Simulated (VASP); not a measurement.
Write the native input for VASP 6.6.1 that does the following.

* Task: single point
* Functional: BLYP
* Potentials or basis: VASP PAW PBE potentials, release 64 (Cr_pv)
* Cutoff: 520 eV
* k mesh: 16 × 16 × 8
* Occupations: fermi-dirac, width 0.1 eV
* Spin: no spin polarisation
* Dipole correction: no
* Further INCAR settings: ALGO = Normal; EDIFF = 1e-06; NBANDS = 19

The structure of Cr lies in POSCAR:

```
Cr
1.0
    2.5410996753      0.0000000000      0.0000000000
   -1.2705498376      2.2006568724      0.0000000000
    0.0000000000      0.0000000000      4.5872432239
Cr
2
Direct
    0.3333333333      0.6666666667      0.2500000000
    0.6666666667      0.3333333333      0.7500000000
```

This cell differs from its parent crystal: volume scaled by 1.04.

These files were run (other wordings do the same):

INCAR

```
SYSTEM = Cr
PREC = Accurate
ENCUT = 520
EDIFF = 1E-6
ISMEAR = -1
SIGMA = 0.1
LREAL = .False.
LASPH = .True.
NELM = 80
ALGO = Normal
ISIF = 2
LWAVE = .False.
LCHARG = .False.
GGA = B5
ALDAX = 1.0
AGGAX = 1.0
AGGAC = 1.0
ALDAC = 0.0
NBANDS = 19
```

KPOINTS

```
regular mesh
0
Gamma
  16 16 8
  0 0 0
```

Potentials or basis: VASP PAW PBE potentials, release 64 (Cr_pv).

Command:

```sh
$ cat potpaw_PBE.64/Cr_pv/POTCAR > POTCAR
$ mpirun -np 1 vasp_std > vasp.out
```

Results of the run:

The pressure is -7.8 GPa and the band gap on the k mesh is zero (band 12 reaches 10.75 eV, above the bottom of band 13 at 9.57 eV).

Caveat: the PAW data sets were made with another functional, which shifts forces and pressure a little; the run has no spin polarisation, though such a crystal can be magnetic.

It took 50 s on 1 thread of Intel Xeon 6975P-C, with other jobs on the host, peak memory 0.18 GiB.
